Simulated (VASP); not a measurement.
P:

```
CELL_PARAMETERS angstrom
-1.96328 1.96328 1.96328
1.96328 -1.96328 1.96328
1.96328 1.96328 -1.96328
ATOMIC_POSITIONS crystal
P 0.00000 0.00000 0.00000
```

| Property | Result |
| --- | --- |
| Program | VASP 6.6.1 |
| Task | relaxation of cell and atoms |
| Functional | r2SCAN |
| Potentials or basis | VASP PAW PBE potentials, release 64 (P) |
| Cutoff | 600 eV |
| k mesh | 6 × 6 × 6 |
| Occupations | gaussian, width 0.1 eV |
| Spin | no spin polarisation |

At the start: pressure -16.4 GPa; volume 30.27 Å³/atom.

**Question.** Where does the relaxation end?

**Answer.** Over 7 steps the energy falls by 1447.7 meV/atom and the volume is 13.93 Å³/atom (-54.0 %); space group Im-3m (No. 229, to 0.05 Å).

The path:
| step | energy change (eV) | largest force (eV/Å) | pressure (GPa) | volume (Å³) |
| --- | --- | --- | --- | --- |
| 1 | 0.0000 | 0.0000 | -16.37 | 30.27 |
| 2 | -1.2121 | 0.0000 | -13.05 | 18.64 |
| 3 | -1.3936 | 0.0000 | -6.26 | 15.69 |
| 4 | -1.1055 | 0.0000 | 42.12 | 10.75 |
| 5 | -1.4325 | 0.0000 | -5.69 | 14.72 |
| 6 | -1.4035 | 0.0000 | 11.41 | 12.63 |
| 7 | -1.4477 | 0.0000 | -0.12 | 13.93 |

Final structure:
```yaml
crystal:
  lattice:
    - [-1.51570, 1.51570, 1.51570]
    - [1.51570, -1.51570, 1.51570]
    - [1.51570, 1.51570, -1.51570]
  atoms:
    - { symbol: P, position: [0.00000, 0.00000, 0.00000] }
```

Caveat: the k points lie up to 0.49 Å⁻¹ apart in the final cell; the volume moved by over 15 % at a fixed basis, so the end points are rough; the PAW data sets were made with another functional, which shifts forces and pressure a little.
